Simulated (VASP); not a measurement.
# Ir (P6_3/mmc) in VASP: further runs, part 2 of 2

VASP 6.6.1.

**3. Single point, r2SCAN (12.57 Å³/atom)**

This run uses another cell than the first one, of 12.57 Å³/atom.

The input, POSCAR:

```
Ir
1.0
    2.6152446879      0.0000000000      0.0000000000
   -1.3076223439      2.2648683368      0.0000000000
    0.0000000000      0.0000000000      4.2429408232
Ir
2
Direct
    0.3333333333      0.6666666667      0.2500000000
    0.6666666667      0.3333333333      0.7500000000
```

The input, INCAR.step1:

```
ALGO = Normal
EDIFF = 1E-4
ENCUT = 520
GGA = PE
ISMEAR = -1
LASPH = T
LCHARG = F
LREAL = F
LWAVE = T
NBANDS = 16
NELM = 80
PREC = Accurate
SIGMA = 0.1
```

The input, INCAR.step2:

```
ALGO = Normal
EDIFF = 1E-7
ENCUT = 520
ISIF = 2
ISMEAR = -1
ISTART = 1
LASPH = T
LCHARG = F
LMIXTAU = T
LREAL = F
LWAVE = F
METAGGA = R2SCAN
NBANDS = 16
NELM = 80
PREC = Accurate
SIGMA = 0.1
```

The input, KPOINTS:

```
k-points
0
Gamma
  15 15 8
```

Potentials or basis: VASP PAW PBE potentials, release 64 (Ir).

Run with:

```sh
cat potpaw_PBE.64/Ir/POTCAR > POTCAR
cp INCAR.step1 INCAR
mpirun -np 1 vasp_std > vasp.out
cp INCAR.step2 INCAR
mpirun -np 1 vasp_std > vasp.out
```

OUTCAR:

```text
EDIFF = 1E-7
   ENCUT = 520
   ISIF = 2
   ISMEAR = -1
   ISTART = 1
   LASPH = T
   LREAL = F
   METAGGA = R2SCAN
   NELM = 80
   PREC = Accurate

 ion  position               nearest neighbor table
   1  0.333  0.667  0.250-   2 2.60   2 2.60   2 2.60   2 2.60   2 2.60   2 2.60
   2  0.667  0.333  0.750-   1 2.60   1 2.60   1 2.60   1 2.60   1 2.60   1 2.60

  LATTYP: Found a hexagonal cell.
 ALAT       =     2.6152446879
 C/A-ratio  =     1.6223877035

  Lattice vectors:

 A1 = (   2.6152446879,   0.0000000000,   0.0000000000)
 A2 = (  -1.3076223439,   2.2648683368,   0.0000000000)
 A3 = (   0.0000000000,   0.0000000000,   4.2429408232)

Analysis of symmetry for initial positions (statically):
=====================================================================
 Subroutine PRICEL returns:
 Original cell was already a primitive cell.

 Routine SETGRP: Setting up the symmetry group for a
 hexagonal supercell.

 Subroutine GETGRP returns: Found 24 space group operations
 (whereof 12 operations were pure point group operations)
 out of a pool of 24 trial point group operations.

The static configuration has the point symmetry D_3d.
[... 164 lines left out ...]

 val. band max:       12.5440710768   @ k =   0.2000   0.0667   0.3750
 cond. band min:      12.5611332485   @ k =   0.1333   0.0667   0.5000
 fundamental gap:      0.0170621717
 Fermi energy:        12.5480699733

 k-point     1 :       0.0000    0.0000    0.0000
  band No.  band energies     occupation
      1      -0.5253      2.00000
      2       2.5741      2.00000
      3       7.6009      2.00000
      4       7.7091      2.00000
      5       7.7091      2.00000
      6       8.5437      2.00000
[... 433 lines left out ...]
      3       4.6412      2.00000
      4       7.0602      2.00000
      5       7.0635      2.00000
      6       7.7486      2.00000
[... 8 lines left out ...]
     15      26.5962      0.00000
     16      27.7939      0.00000

 [... further k-points ...]

------------------------ aborting loop because EDIFF is reached ----------------------------------------

  FORCE on cell =-STRESS in cart. coord.  units (eV):
  Direction    XX          YY          ZZ          XY          YZ          ZX
  --------------------------------------------------------------------------------------
  -------------------------------------------------------------------------------------
  Total       10.9525297     10.9525297     11.1378546      0.0000000      0.0000000      0.0000000
  in kB      698.2368389    698.2368389    710.0515224      0.0000000      0.0000000      0.0000000
  external PRESSURE =     702.1750667 kB  Pullay stress =       0.0000000 kB

 VOLUME and BASIS-vectors are now :
 -----------------------------------------------------------------------------
  energy-cutoff  :      520.00
  volume of cell :       25.13
      direct lattice vectors                 reciprocal lattice vectors
     2.615244688  0.000000000  0.000000000     0.382373399  0.220763385  0.000000000
    -1.307622344  2.264868337  0.000000000     0.000000000  0.441526769  0.000000000
     0.000000000  0.000000000  4.242940823     0.000000000  0.000000000  0.235685587

 POSITION                                       TOTAL-FORCE (eV/Angst)
 -----------------------------------------------------------------------------------
     -0.00000      1.50991      1.06074        -0.000000     -0.000000      0.000000
      1.30762      0.75496      3.18221         0.000000      0.000000      0.000000
 -----------------------------------------------------------------------------------
    total drift:                               -0.000000      0.000000     -0.000000

  FREE ENERGIE OF THE ION-ELECTRON SYSTEM (eV)
  ---------------------------------------------------
  free  energy   TOTEN  =      -103.9061834118 eV

  energy  without entropy=     -103.8457250058  energy(sigma->0) =     -103.87595421
```

OUTCAR.step1:

```text
EDIFF = 1E-4
   ENCUT = 520
   GGA = PE
   ISMEAR = -1
   LASPH = T
   LREAL = F
[... 678 lines left out ...]
 -----------------------------------------------------------------------------------
     -0.00000      1.50991      1.06074         0.000000     -0.000000      0.000000
      1.30762      0.75496      3.18221        -0.000000      0.000000      0.000000
 -----------------------------------------------------------------------------------
    total drift:                               -0.000000      0.000000     -0.000000

  FREE ENERGIE OF THE ION-ELECTRON SYSTEM (eV)
  ---------------------------------------------------
  free  energy   TOTEN  =       -16.7693370860 eV

  energy  without entropy=      -16.7073917479  energy(sigma->0) =      -16.73836442
```

Run time: 2.4 min. Hardware: 1 thread of Intel Xeon Platinum 8488C (Sapphire Rapids), shared host; peak memory 0.17 GiB.

Results:

```
Free energy            : -103.9062 eV
Pressure               : 70.2 GPa
Band gap on the k mesh : zero (bands 9 and 10 overlap by 4.12 eV)
```

Caveat: the cell stands under pressure; the PAW data sets were made with another functional, which shifts forces and pressure a little; spin-orbit coupling is left out, which moves the levels of the heavy elements.

**4. Single point, r2SCAN (13.14 Å³/atom)**

This run uses another cell than the first one, of 13.14 Å³/atom.

The input, POSCAR:

```
Ir
1.0
    2.6542839462      0.0000000000      0.0000000000
   -1.3271419731      2.2986773263      0.0000000000
    0.0000000000      0.0000000000      4.3062776359
Ir
2
Direct
    0.3333333333      0.6666666667      0.2500000000
    0.6666666667      0.3333333333      0.7500000000
```

Changes to INCAR.step1 since step 3:

```diff
@@ -10,3 +10,3 @@
 NBANDS = 16
-NELM = 80
+NELM = 100
 PREC = Accurate
```

Changes to INCAR.step2 since step 3:

```diff
@@ -13,3 +13,3 @@
 NBANDS = 16
-NELM = 80
+NELM = 100
 PREC = Accurate
```

KPOINTS is that of step 3.

Run with:

```sh
cat potpaw_PBE.64/Ir/POTCAR > POTCAR
cp INCAR.step1 INCAR
mpirun -np 1 vasp_std > vasp.out
cp INCAR.step2 INCAR
mpirun -np 1 vasp_std > vasp.out
```

It took 2.3 min on 1 thread of Intel Xeon Platinum 8488C (Sapphire Rapids), shared host; peak memory 0.17 GiB.

It converged, with:

```
Free energy            : -104.3022 eV
Pressure               : 41.9 GPa
Band gap on the k mesh : zero (bands 9 and 10 overlap by 3.84 eV)
```

Stress tensor (GPa, compression positive):
```
41.73  0.00  0.00
 0.00 41.73  0.00
 0.00  0.00 42.34
```

Levels at points of the mesh, in eV from the Fermi level:
```tsv
k point	band 7	band 8	band 9	band 10	band 11	band 12
(0.00, 0.00, 0.00)	-3.74	-2.80	-2.80	-1.01	0.30	0.30
(0.00, 0.00, 0.50)	-4.65	-4.65	-0.56	-0.56	-0.56	-0.56
```

Caveat: the cell stands under pressure; the PAW data sets were made with another functional, which shifts forces and pressure a little; spin-orbit coupling is left out, which moves the levels of the heavy elements.

**5. Single point, r2SCAN (13.71 Å³/atom)**

This run uses another cell than the first one, of 13.71 Å³/atom.

The input, POSCAR:

```
Ir
1.0
    2.6922074120      0.0000000000      0.0000000000
   -1.3461037060      2.3315200110      0.0000000000
    0.0000000000      0.0000000000      4.3678042004
Ir
2
Direct
    0.3333333333      0.6666666667      0.2500000000
    0.6666666667      0.3333333333      0.7500000000
```

The input, INCAR.step1:

```
SYSTEM = Ir
PREC = Accurate
ENCUT = 520
ISMEAR = -1
SIGMA = 0.1
LREAL = .False.
LASPH = .True.
NELM = 80
NBANDS = 16
GGA = PE
ALGO = Normal
EDIFF = 1E-4
LWAVE = .True.
LCHARG = .False.
```

The input, INCAR.step2:

```
SYSTEM = Ir
PREC = Accurate
ENCUT = 520
EDIFF = 1E-6
ISMEAR = -1
SIGMA = 0.1
LREAL = .False.
LASPH = .True.
NELM = 80
ALGO = Normal
ISIF = 2
LWAVE = .False.
LCHARG = .False.
METAGGA = R2SCAN
LMIXTAU = .True.
NBANDS = 16
ISTART = 1
```

The input, KPOINTS:

```
Automatic mesh
0
Gamma
  15 15 8
  0 0 0
```

Run with:

```sh
cat potpaw_PBE.64/Ir/POTCAR > POTCAR
cp INCAR.step1 INCAR
mpirun -np 1 vasp_std > vasp.out
cp INCAR.step2 INCAR
mpirun -np 1 vasp_std > vasp.out
```

It took 2 min on 1 thread of Intel Xeon Platinum 8488C (Sapphire Rapids), shared host; peak memory 0.18 GiB.

Results (log left out):

| Item | Value |
| --- | --- |
| Free energy | -104.5192 eV |
| Pressure | 19.7 GPa |
| Band gap on the k mesh | zero (bands 9 and 10 overlap by 3.57 eV) |

Stress tensor (GPa, compression positive):
```
19.67  0.00  0.00
 0.00 19.67  0.00
 0.00  0.00 19.85
```

Levels at points of the mesh, in eV from the Fermi level:
```
           k point  band 7  band 8  band 9  band 10  band 11  band 12
(0.00, 0.00, 0.00)   -3.50   -2.62   -2.62    -0.89     0.29     0.29
(0.00, 0.00, 0.50)   -4.35   -4.35   -0.53    -0.53    -0.53    -0.53
```

Caveat: the cell stands under pressure; the PAW data sets were made with another functional, which shifts forces and pressure a little; spin-orbit coupling is left out, which moves the levels of the heavy elements.

**6. Summary**

```tsv
cell	k mesh	gap on the mesh (eV)	pressure (GPa)
a = 2.729, b = 2.729, c = 4.428 Å, angles 90.0, 90.0, 120.0°, 2 atoms	13 × 13 × 7	none	2.5
a = 2.615, b = 2.615, c = 4.243 Å, angles 90.0, 90.0, 120.0°, 2 atoms	15 × 15 × 8	none	70.2
a = 2.654, b = 2.654, c = 4.306 Å, angles 90.0, 90.0, 120.0°, 2 atoms	15 × 15 × 8	none	41.9
a = 2.692, b = 2.692, c = 4.368 Å, angles 90.0, 90.0, 120.0°, 2 atoms	15 × 15 × 8	none	19.7
```

Alike in all rows: task single point; level r2SCAN; potentials or basis VASP PAW PBE potentials, release 64 (Ir); no spin polarisation; cutoff (eV) 520; smearing fermi-dirac 0.1 eV.

Caveats: the PAW data sets were made with another functional, which shifts forces and pressure a little; spin-orbit coupling is left out, which moves the levels of the heavy elements; the cell stands under pressure (at least some runs).

Absolute energies hang on the potentials; compare differences alone.
